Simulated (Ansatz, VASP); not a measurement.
## One calculation of Sn, two programs

```
CELL_PARAMETERS angstrom
5.48987 0.00000 0.00000
-2.74494 4.75437 0.00000
0.00000 0.00000 3.21167
ATOMIC_POSITIONS crystal
Sn 0.00000 0.00000 0.00000
Sn 0.33333 0.66667 0.50000
Sn 0.66667 0.33333 0.50000
```

Alike in both runs: functional PBE; k mesh 6 × 6 × 6; occupations gaussian, width 0.1 eV; no spin polarisation.

Ansatz relaxed the structure, and its values are those at the end. VASP's run is a single point on that final structure, the one shown.

```csv
,VASP,Ansatz
version,VASP 6.6.1,Ansatz 0.2.0
potentials or method,"VASP PAW PBE potentials, release 64 (Sn_d), cutoff 500 eV","scalar-relativistic, plane waves, PAW"
valence electrons in the cell,42,42
```

|  | VASP | Ansatz | Ansatz less VASP |
| --- | --- | --- | --- |
| gap on the k mesh at the Fermi level (eV) | none | none | - |
| pressure (GPa) | -0.2 | -0.2 | +0.05 |

A gap of «none» marks a metal or a gap that the smearing closes.
